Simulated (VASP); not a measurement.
# SnS3 (Fm-3m) in VASP: further runs

Runs on SnS3. Level: PBE. Tasks: single point, relaxation of cell and atoms.

Everything below comes from runs of VASP 6.6.1. Logs are shortened: lines on timing, memory, paths and dates and some standing lists are left out, and cuts for length are marked.

## (1) The cell of the first run

The structure is cubic, space group Fm-3m (No. 225). Conventional cell: a = 6.703 Å, b = 6.703 Å, c = 6.703 Å, α = 90.00°, β = 90.00°, γ = 90.00°. Within 3.8 Å of Sn (site symmetry m-3m) lie 14 S at 2.90 to 3.35 Å. S (site symmetry m-3m) has 8 S at 2.90 Å and 6 Sn at 3.35 Å within 3.8 Å. S (site symmetry -43m) has 4 Sn at 2.90 Å and 10 S at 2.90 to 3.35 Å within 3.8 Å.

## (2) Single point, PBE

Input file INCAR:

```
ALGO = Normal
EDIFF = 1E-7
ENCUT = 520
GGA = PE
ISIF = 2
ISMEAR = 0
LASPH = True
LCHARG = False
LREAL = False
LWAVE = False
NBANDS = 24
NELM = 80
PREC = Accurate
SIGMA = 0.1
```

Input file KPOINTS:

```
k-points
0
Gamma
  4 4 4
```

Input file POSCAR:

```
SnS3
1.0
    0.0000000000      3.3515493242      3.3515493242
    3.3515493242      0.0000000000      3.3515493242
    3.3515493242      3.3515493242      0.0000000000
Sn S
1 3
Direct
    0.5000000000      0.5000000000      0.5000000000
    0.0000000000      0.0000000000      0.0000000000
    0.2500000000      0.2500000000      0.2500000000
    0.7500000000      0.7500000000      0.7500000000
```

Potentials or basis: VASP PAW PBE potentials, release 64 (Sn_d, S).

The run is started by

```
$ cat potpaw_PBE.64/Sn_d/POTCAR potpaw_PBE.64/S/POTCAR > POTCAR
$ mpirun -np 1 vasp_std > vasp.out
```

OUTCAR:

```text
EDIFF = 1E-7
   ENCUT = 520
   GGA = PE
   ISIF = 2
   ISMEAR = 0
   LASPH = True
   LREAL = False
   NELM = 80
   PREC = Accurate

 ion  position               nearest neighbor table
   1  0.500  0.500  0.500-   3 2.90   3 2.90   3 2.90   4 2.90   4 2.90   4 2.90   4 2.90   3 2.90

   2  0.000  0.000  0.000-
   3  0.250  0.250  0.250-   1 2.90   1 2.90   1 2.90   1 2.90
   4  0.750  0.750  0.750-   1 2.90   1 2.90   1 2.90   1 2.90

  LATTYP: Found a face centered cubic cell.
 ALAT       =     6.7030986484

  Lattice vectors:

 A1 = (   0.0000000000,   3.3515493242,   3.3515493242)
 A2 = (   3.3515493242,   0.0000000000,   3.3515493242)
 A3 = (   3.3515493242,   3.3515493242,   0.0000000000)

Analysis of symmetry for initial positions (statically):
=====================================================================
 Subroutine PRICEL returns:
 Original cell was already a primitive cell.

 Routine SETGRP: Setting up the symmetry group for a
 face centered cubic supercell.

 Subroutine GETGRP returns: Found 48 space group operations
 (whereof 48 operations were pure point group operations)
 out of a pool of 48 trial point group operations.

The static configuration has the point symmetry O_h .

Analysis of symmetry for dynamics (positions and initial velocities):
=====================================================================
 Subroutine PRICEL returns:
 Original cell was already a primitive cell.

 Routine SETGRP: Setting up the symmetry group for a
 face centered cubic supercell.

 Subroutine GETGRP returns: Found 48 space group operations
 (whereof 48 operations were pure point group operations)
 out of a pool of 48 trial point group operations.

The dynamic configuration has the point symmetry O_h .

 Subroutine INISYM returns: Found 48 space group operations
 (whereof 48 operations are pure point group operations),
 and found     1 'primitive' translations

----------------------------------------------------------------------------------------

                                     Primitive cell

  volume of cell :      75.2951

  direct lattice vectors                    reciprocal lattice vectors
     0.000000000  3.351549324  3.351549324    -0.149184736  0.149184736  0.149184736
     3.351549324  0.000000000  3.351549324     0.149184736 -0.149184736  0.149184736
     3.351549324  3.351549324  0.000000000     0.149184736  0.149184736 -0.149184736

  length of vectors
     4.739806509  4.739806509  4.739806509     0.258395542  0.258395542  0.258395542

  position of ions in fractional coordinates (direct lattice)
     0.500000000  0.500000000  0.500000000
     0.000000000  0.000000000  0.000000000
     0.250000000  0.250000000  0.250000000
     0.750000000  0.750000000  0.750000000

  ion indices of the primitive-cell ions
   primitive index   ion index
                 1           1
                 2           2
                 3           3
                 4           4

----------------------------------------------------------------------------------------

 KPOINTS: k-points

Automatic generation of k-mesh.
 Grid dimensions read from file:
 generate k-points for:    4    4    4

 Generating k-lattice:

  Cartesian coordinates                     Fractional coordinates (reciprocal lattice)
    -0.037296184  0.037296184  0.037296184     0.250000000  0.000000000  0.000000000
     0.037296184 -0.037296184  0.037296184     0.000000000  0.250000000  0.000000000
     0.037296184  0.037296184 -0.037296184     0.000000000  0.000000000  0.250000000

  Length of vectors
     0.064598885  0.064598885  0.064598885

  Shift w.r.t. Gamma in fractional coordinates (k-lattice)
     0.000000000  0.000000000  0.000000000

 Subroutine IBZKPT returns following result:
 ===========================================

 Found      8 irreducible k-points:

 Following reciprocal coordinates:
            Coordinates               Weight
  0.000000  0.000000  0.000000      1.000000
  0.250000  0.000000  0.000000      8.000000
  0.500000  0.000000  0.000000      4.000000
  0.250000  0.250000  0.000000      6.000000
  0.500000  0.250000  0.000000     24.000000
 -0.250000  0.250000  0.000000     12.000000
  0.500000  0.500000  0.000000      3.000000
 -0.250000  0.500000  0.250000      6.000000
   k-points           NKPTS =      8   k-points in BZ     NKDIM =      8   number of bands    NBANDS=     24
   number of dos      NEDOS =    301   number of ions     NIONS =      4
   total plane-waves  NPLWV =  46656
   dimension x,y,z NGX =    36 NGY =   36 NGZ =   36
   dimension x,y,z NGXF=    72 NGYF=   72 NGZF=   72
   ions per type =               1   3
   NGX,Y,Z   is equivalent  to a cutoff of  12.63, 12.63, 12.63 a.u.
   NGXF,Y,Z  is equivalent  to a cutoff of  25.25, 25.25, 25.25 a.u.
 SYSTEM =  unknown system
   PREC   = accura    normal or accurate (medium, high low for compatibility)
   ISTART =      0    job   : 0-new  1-cont  2-samecut
   ICHARG =      2    charge: 1-file 2-atom 10-const
   ISPIN  =      1    spin polarized calculation?
   LNONCOLLINEAR =      F non collinear calculations
   LSORBIT =      F    spin-orbit coupling
   LASPH  =      T    aspherical Exc in radial PAW
   ENCUT  =  520.0 eV  38.22 Ry    6.18 a.u.   8.81  8.81  8.81*2*pi/ulx,y,z
   NELM   =     80;   NELMIN=  2; NELMDL= -5     # of ELM steps
   EDIFF  = 0.1E-06   stopping-criterion for ELM
   LREAL  =      F    real-space projection
   EDIFFG = 0.1E-05   stopping-criterion for IOM
   NSW    =      0    number of steps for IOM
   IBRION =     -1    ionic relax: 0-MD 1-quasi-New 2-CG
   NFREE  =      0    steps in history (QN), initial steepest desc. (CG)
   ISIF   =      2    stress and relaxation
   ISYM   =      2    0-nonsym 1-usesym 2-fastsym
   POTIM  = 0.5000    time-step for ionic-motion
   TEBEG  =    0.0;   TEEND  =   0.0 temperature during run
   PSTRESS=    0.0 pullay stress
   NELECT =      32.0000    total number of electrons
   NUPDOWN=      -1.0000    fix difference up-down
   EMIN   =  10.00;   EMAX   =-10.00  energy-range for DOS
   EFERMI =   0.00;   METHOD = LEGACY
   ISMEAR =     0;   SIGMA  =   0.10  broadening in eV -4-tet -1-fermi 0-gaus
   EFERMI_NEDOS =   21; number of points for ismear=-14 and -15
   IALGO  =     38    algorithm
   IMIX   =      4    mixing-type and parameters
     AMIX     =   0.40;   BMIX     =  1.00
     AMIX_MAG =   1.60;   BMIX_MAG =  1.00
  volume/ion in A,a.u.               =      18.82       127.03
  Fermi-wavevector in a.u.,A,eV,Ry     =   1.230843  2.325955 20.612468  1.514974
  Thomas-Fermi vector in A             =   2.365675
   LORBIT       =      0    0 simple, 1 ext, 2 COOP (PROOUT), +10 PAW based schemes
   GGA     = PE    functional components
   LHFCALC =     F    Hartree Fock is set to
   AEXX    =    0.0000 exact exchange contribution
   IVDW    =     0    specifies the selected vdW correction
   LEPSILON=     F    determine dielectric tensor
   LRPA    =     F    only Hartree local field effects (RPA)
 non-spin polarized calculation
 Gauss-broadening in eV      SIGMA  =   0.10
  energy-cutoff  :      520.00
  volume of cell :       75.30
 maximum number of plane-waves:      2085
   NGX = 17   NGY = 17   NGZ = 17

 number of electron      32.0000009 magnetization

 Free energy of the ion-electron system (eV)
  ---------------------------------------------------
  ext. energy  EPLUGINS =         0.00000000
  ---------------------------------------------------
  free energy    TOTEN  =       -14.06819624 eV

  energy without entropy =      -14.03036287  energy(sigma->0) =      -14.04927955

 E-fermi :   7.3023     XC(G=0): -10.7955

 val. band max:        7.2306670996   @ k =   0.5000   0.2500   0.0000
 cond. band min:       7.3261616059   @ k =  -0.2500   0.2500   0.0000
 fundamental gap:      0.0954945062
 Fermi energy:         7.3023305203

 k-point     1 :       0.0000    0.0000    0.0000
  band No.  band energies     occupation
      1     -14.1215      2.00000
      2     -14.1215      2.00000
      3     -14.1215      2.00000
      4     -14.1090      2.00000
      5     -14.1090      2.00000
      6      -7.8739      2.00000
[... 16 lines left out ...]
     23      12.1654      0.00000
     24      19.5207      0.00000

 k-point     2 :       0.2500    0.0000    0.0000
  band No.  band energies     occupation
      1     -14.1245      2.00000
      2     -14.1195      2.00000
      3     -14.1195      2.00000
      4     -14.1088      2.00000
      5     -14.1088      2.00000
      6      -7.4044      2.00000
[... 16 lines left out ...]
     23      13.8323      0.00000
     24      18.4679      0.00000

 k-point     3 :       0.5000    0.0000    0.0000
  band No.  band energies     occupation
      1     -14.1277      2.00000
      2     -14.1183      2.00000
      3     -14.1183      2.00000
      4     -14.1079      2.00000
      5     -14.1079      2.00000
      6      -6.4309      2.00000
[... 16 lines left out ...]
     23      16.7799      0.00000
     24      16.7799      0.00000

 k-point     4 :       0.2500    0.2500    0.0000
  band No.  band energies     occupation
      1     -14.1280      2.00000
      2     -14.1171      2.00000
      3     -14.1171      2.00000
      4     -14.1114      2.00000
      5     -14.1075      2.00000
      6      -7.2490      2.00000
[... 16 lines left out ...]
     23      15.5696      0.00000
     24      17.7642      0.00000

 k-point     5 :       0.5000    0.2500    0.0000
  band No.  band energies     occupation
      1     -14.1283      2.00000
      2     -14.1180      2.00000
      3     -14.1152      2.00000
      4     -14.1117      2.00000
      5     -14.1073      2.00000
      6      -6.2949      2.00000
[... 16 lines left out ...]
     23      15.8409      0.00000
     24      16.8867      0.00000

 k-point     6 :      -0.2500    0.2500    0.0000
  band No.  band energies     occupation
      1     -14.1240      2.00000
      2     -14.1212      2.00000
      3     -14.1169      2.00000
      4     -14.1093      2.00000
      5     -14.1091      2.00000
      6      -6.6788      2.00000
[... 16 lines left out ...]
     23      16.7061      0.00000
     24      16.8926      0.00000

 k-point     7 :       0.5000    0.5000    0.0000
  band No.  band energies     occupation
      1     -14.1346      2.00000
      2     -14.1148      2.00000
      3     -14.1126      2.00000
      4     -14.1126      2.00000
      5     -14.1060      2.00000
      6      -5.7726      2.00000
[... 16 lines left out ...]
     23      14.6112      0.00000
     24      15.5080      0.00000

 k-point     8 :      -0.2500    0.5000    0.2500
  band No.  band energies     occupation
      1     -14.1238      2.00000
      2     -14.1238      2.00000
      3     -14.1126      2.00000
      4     -14.1126      2.00000
      5     -14.1077      2.00000
      6      -5.4290      2.00000
[... 16 lines left out ...]
     23      15.8076      0.00000
     24      16.9974      0.00000

------------------------ aborting loop because EDIFF is reached ----------------------------------------

  FORCE on cell =-STRESS in cart. coord.  units (eV):
  Direction    XX          YY          ZZ          XY          YZ          ZX
  --------------------------------------------------------------------------------------
  -------------------------------------------------------------------------------------
  Total        0.1313453      0.1313453      0.1313453      0.0000000      0.0000000     -0.0000000
  in kB        2.7948479      2.7948479      2.7948479      0.0000000      0.0000000     -0.0000000
  external PRESSURE =       2.7948479 kB  Pullay stress =       0.0000000 kB

 VOLUME and BASIS-vectors are now :
 -----------------------------------------------------------------------------
  energy-cutoff  :      520.00
  volume of cell :       75.30
      direct lattice vectors                 reciprocal lattice vectors
     0.000000000  3.351549324  3.351549324    -0.149184736  0.149184736  0.149184736
     3.351549324  0.000000000  3.351549324     0.149184736 -0.149184736  0.149184736
     3.351549324  3.351549324  0.000000000     0.149184736  0.149184736 -0.149184736

 POSITION                                       TOTAL-FORCE (eV/Angst)
 -----------------------------------------------------------------------------------
      3.35155      3.35155      3.35155         0.000000     -0.000000     -0.000000
      0.00000      0.00000      0.00000         0.000000     -0.000000     -0.000000
      1.67577      1.67577      1.67577         0.000000      0.000000      0.000000
      5.02732      5.02732      5.02732        -0.000000     -0.000000     -0.000000
 -----------------------------------------------------------------------------------
    total drift:                                0.000000      0.000000      0.000000

  FREE ENERGIE OF THE ION-ELECTRON SYSTEM (eV)
  ---------------------------------------------------
  free  energy   TOTEN  =       -14.0681962383 eV

  energy  without entropy=      -14.0303628657  energy(sigma->0) =      -14.04927955
```

Wall time 34 s (1 thread of Intel Xeon 8259CL, shared host); peak memory 0.2 GiB.

What came out:

| Property | Result |
| --- | --- |
| Free energy | -14.0682 eV |
| Pressure | 0.3 GPa |
| Band gap on the k mesh | zero (band 16 reaches 7.51 eV, above the bottom of band 17 at 5.51 eV) |

Caveat: the k points lie up to 0.41 Å⁻¹ apart; spin-orbit coupling is left out, which moves the levels of the heavy elements.

## (3) Relaxation of cell and atoms, PBE

This run uses another cell than the first one, of 25.61 Å³/atom, 1.360 times its volume.

Input file INCAR:

```
  PREC = Accurate
  ENCUT = 600
  EDIFF = 1E-6
  ISMEAR = 0
  SIGMA = 0.1
  LREAL = F
  LASPH = T
  NELM = 80
  ALGO = Normal
  ISIF = 3
  LWAVE = F
  LCHARG = F
  GGA = PE
  IBRION = 2
  NSW = 90
  EDIFFG = -0.04
```

Input file KPOINTS:

```
regular mesh
0
Gamma
  4 4 4
```

Input file POSCAR:

```
SnS3
1.0
    0.0000000000      3.7136280600      3.7136280600
    3.7136280600      0.0000000000      3.7136280600
    3.7136280600      3.7136280600      0.0000000000
Sn S
1 3
Direct
    0.5000000000      0.5000000000      0.5000000000
    0.0000000000      0.0000000000      0.0000000000
    0.2500000000      0.2500000000      0.2500000000
    0.7500000000      0.7500000000      0.7500000000
```

Potentials or basis: VASP PAW PBE potentials, release 64 (Sn_d, S).

The run is started by

```
$ cat potpaw_PBE.64/Sn_d/POTCAR potpaw_PBE.64/S/POTCAR > POTCAR
$ mpirun -np 1 vasp_std > vasp.out
```

Run time: 2.5 min. Hardware: 1 thread of Intel Xeon 8259CL, shared host; peak memory 0.27 GiB.

It converged, with:

- Free energy: -14.0700 eV
- Relaxed volume: 18.91 Å³/atom
- Relaxed cell: a = 4.747 Å, b = 4.747 Å, c = 4.747 Å, α = 60.00°, β = 60.00°, γ = 60.00°
- Space group after relaxing (to 0.05 Å): Fm-3m (No. 225)
- Energy gained by relaxing: 271.9 meV/atom
- Ionic steps: 4
- Pressure after relaxing: 0.0 GPa
- Band gap on the k mesh: zero (band 16 reaches 7.44 eV, above the bottom of band 17 at 5.47 eV)

Step by step:
| step | energy change (eV) | largest force (eV/Å) | pressure (GPa) | volume (Å³) |
| --- | --- | --- | --- | --- |
| 1 | 0.0000 | 0.0000 | -9.85 | 102.43 |
| 2 | -1.0258 | 0.0000 | -3.63 | 80.83 |
| 3 | -1.0868 | 0.0000 | -0.42 | 76.19 |
| 4 | -1.0875 | 0.0000 | 0.03 | 75.64 |

Final structure:
```
Sn S
1.0
     0.00000    3.35670    3.35670
     3.35670    0.00000    3.35670
     3.35670    3.35670    0.00000
Sn S
1 3
Direct
  0.50000 0.50000 0.50000
  0.00000 0.00000 0.00000
  0.25000 0.25000 0.25000
  0.75000 0.75000 0.75000
```

Levels at points of the mesh, in eV from the Fermi level:
```tsv
k point	band 13	band 14	band 15	band 16	band 17	band 18	band 19	band 20
(0.00, 0.00, 0.00)	-3.40	-3.40	-3.40	-1.77	-1.77	-1.77	4.84	4.84
(0.50, 0.00, 0.00)	-3.68	-2.22	-1.32	0.21	0.21	1.17	3.17	3.17
(0.50, 0.50, 0.00)	-0.84	-0.84	-0.34	-0.14	0.14	0.14	3.98	5.09
```

Caveat: the k points lie up to 0.41 Å⁻¹ apart in the final cell; the volume moved by over 15 % at a fixed basis, so the end points are rough; spin-orbit coupling is left out, which moves the levels of the heavy elements.
